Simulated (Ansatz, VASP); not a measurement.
# MnBe3 in VASP and in Ansatz

```xyz
4
Lattice="3.2517 0.0000 0.0000 0.0000 3.2517 0.0000 0.0000 0.0000 3.2517" Properties=species:S:1:pos:R:3 pbc="T T T"
Be    0.0000    1.6259    1.6259
Be    1.6259    0.0000    1.6259
Be    1.6259    1.6259    0.0000
Mn    0.0000    0.0000    0.0000
```

Alike in both runs: task single point; functional LDA; k mesh 7 × 7 × 7; occupations fermi-dirac, width 0.1 eV; collinear spin.

|  | VASP | Ansatz |
| --- | --- | --- |
| version | VASP 6.6.1 | Ansatz 0.2.0 |
| potentials or method | VASP PAW LDA potentials, release 64 (Be, Mn_pv) | plane waves, PAW |
| plane-wave cutoff (eV) | 520 | 420 |
| valence electrons in the cell | 19 | 21 |

```tsv
	VASP	Ansatz	Ansatz less VASP
gap on the k mesh at the Fermi level (eV)	none	none	-
net moment per atom (μB)	0.20	0.21	+0.011
size of the moment on the site where the two differ most (μB)	0.85	0.88	+0.021
```

LDA's correlation is that of Perdew and Zunger in VASP and of Perdew and Wang (1992) in Ansatz. Site moments also hang on the region over which each program counts them. A gap of «none» marks a metal or a gap that the smearing closes. VASP's potentials hold 19 valence electrons a cell and Ansatz's 21, so a difference there can come from the potentials and not from the codes.
